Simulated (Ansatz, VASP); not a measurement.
**One calculation of HfSi3O8, two programs**

File INCAR:

```
SYSTEM = HfSi3O8
PREC = Accurate
ENCUT = 520
EDIFF = 1E-6
ISMEAR = 0
SIGMA = 0.02
LREAL = .FALSE.
LASPH = .TRUE.
NELM = 100
ALGO = Normal
ISIF = 2
LWAVE = .FALSE.
LCHARG = .TRUE.
GGA = PE
LELF = .TRUE.
LVHAR = .TRUE.
NBANDS = 47
```

Contents of KPOINTS:

```
Automatic mesh
0
G
  4 4 4
  0 0 0
```

Contents of POSCAR:

```
HfSi3O8
1.0
    5.3228272445      0.0000000000      0.0000000000
    0.0000000000      5.3228272445      0.0000000000
    0.0000000000      0.0000000000      7.9365090900
Hf Si O
1 3 8
Direct
    0.5000000000      0.5000000000      0.5000000000
    0.0000000000      0.0000000000      0.0000000000
    0.5000000000      0.0000000000      0.7781413922
    0.0000000000      0.5000000000      0.2218586078
    0.4226919822      0.7687585125      0.6554806510
    0.9303955131      0.2516207265      0.1090817262
    0.7483792735      0.9303955131      0.8909182738
    0.2312414875      0.4226919822      0.3445193490
    0.5773080178      0.2312414875      0.6554806510
    0.0696044869      0.7483792735      0.1090817262
    0.2516207265      0.0696044869      0.8909182738
    0.7687585125      0.5773080178      0.3445193490
```

Input for Ansatz:

```yaml
crystal:
  lattice:
    - [5.3228272445, 0.0, 0.0]
    - [0.0, 5.3228272445, 0.0]
    - [0.0, 0.0, 7.93650909]
  atoms:
    - { symbol: Hf, position: [0.5, 0.5, 0.5] }
    - { symbol: Si, position: [0.0, 0.0, 0.0] }
    - { symbol: Si, position: [0.5, 0.0, 0.7781413922] }
    - { symbol: Si, position: [0.0, 0.5, 0.2218586078] }
    - { symbol: O, position: [0.4226919822, 0.7687585125, 0.655480651] }
    - { symbol: O, position: [0.9303955131, 0.2516207265, 0.1090817262] }
    - { symbol: O, position: [0.7483792735, 0.9303955131, 0.8909182738] }
    - { symbol: O, position: [0.2312414875, 0.4226919822, 0.344519349] }
    - { symbol: O, position: [0.5773080178, 0.2312414875, 0.655480651] }
    - { symbol: O, position: [0.0696044869, 0.7483792735, 0.1090817262] }
    - { symbol: O, position: [0.2516207265, 0.0696044869, 0.8909182738] }
    - { symbol: O, position: [0.7687585125, 0.5773080178, 0.344519349] }
basis:
  ecutwfc: 420
kpoints:
  mp_grid: { grid: [4, 4, 4] }
  band_path:
    path:
      - [[0.0, 0.0, 0.0], [0.0, 0.5, 0.0], [0.5, 0.5, 0.0], [0.0, 0.0, 0.0], [0.0, 0.0, 0.5], [0.0, 0.5, 0.5], [0.5, 0.5, 0.5], [0.0, 0.0, 0.5]]
      - [[0.0, 0.5, 0.0], [0.0, 0.5, 0.5]]
      - [[0.5, 0.5, 0.0], [0.5, 0.5, 0.5]]
    npoints: 10
hamiltonian:
  xc: pbe
scf:
  occupations: { method: gaussian, width: 0.02 }
  n_extra_bands: 30
output:
  forces: true
  stress: true
  eigenvalues: true
  populations: true
  dos: { projected: true, de: 0.02, nscf_kmesh: { grid: [6, 6, 6] } }
  bader: false
  write_density: true
  write_potential: true
  elf: true
  volumetric_format: npy
```

Alike in both runs: task single point; functional PBE; k mesh 4 × 4 × 4; occupations gaussian, width 0.02 eV; no spin polarisation.

```csv
,VASP,Ansatz
version,VASP 6.6.1,Ansatz 0.2.0
potentials or method,"VASP PAW PBE potentials, release 64 (Hf_pv, Si, O), cutoff 520 eV","scalar-relativistic, plane waves, PAW"
valence electrons in the cell,70,86
```

Ansatz gave:

| Quantity | Value |
| --- | --- |
| gap on the k mesh at the Fermi level (eV) | 4.91 |
| least direct gap on the mesh (eV) | 4.91 |
| pressure (GPa) | 0.0 |
| traceless stress, the component that is largest in VASP (GPa) | -0.01 |
| rms of the force components (eV/Å) | 0.001 |

**Question.** Estimate VASP's values.

**Answer.** gap on the k mesh at the Fermi level (eV): 4.91; least direct gap on the mesh (eV): 4.91; pressure (GPa): -0.2; traceless stress, the component that is largest in VASP (GPa): -0.05; rms of the force components (eV/Å): 0.065.

Atom by atom the forces differ by 0.065 eV/Å (rms over components). VASP's potentials hold 70 valence electrons a cell and Ansatz's 86, so a difference there can come from the potentials and not from the codes.

Spin-orbit coupling is off throughout.
